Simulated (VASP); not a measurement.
# CdTe: single point with HSE06

CdTe:

```
CELL_PARAMETERS angstrom
0.00000 3.28657 3.28657
3.28657 0.00000 3.28657
3.28657 3.28657 0.00000
ATOMIC_POSITIONS crystal
Cd 0.00000 0.00000 0.00000
Te 0.25000 0.25000 0.25000
```

```yaml
Program: VASP 6.6.1
Task: single point
Functional: HSE06
Potentials_or_basis: VASP PAW PBE potentials, release 64 (Cd, Te)
Cutoff: 520 eV
k_mesh: 4 × 4 × 4
Occupations: gaussian, width 0.01 eV
Spin: no spin polarisation
```

```json
{"Pressure": "0.0 GPa", "Band gap on the k mesh": "1.42 eV, direct"}
```

Levels at points of the mesh, in eV from the valence-band top:
```csv
k point,band 5,band 6,band 7,band 8,band 9,band 10,band 11,band 12,band 13,band 14
"(0.00, 0.00, 0.00)",-9.24,-9.24,0.00,0.00,0.00,1.42,5.49,5.49,5.49,8.43
"(0.50, 0.00, 0.00)",-9.24,-8.83,-4.48,-0.76,-0.76,2.57,6.06,6.06,7.93,9.58
"(0.50, 0.50, 0.00)",-9.22,-8.66,-4.38,-1.85,-1.85,3.36,3.47,9.73,10.14,10.14
```

Run time: 16 min on 1 thread of Oxide Virtual Turin-like Processor, on a shared host, peak memory 0.29 GiB.

Caveat: the PAW data sets were made with another functional, which shifts forces and pressure a little; spin-orbit coupling is left out, which moves the levels of the heavy elements.
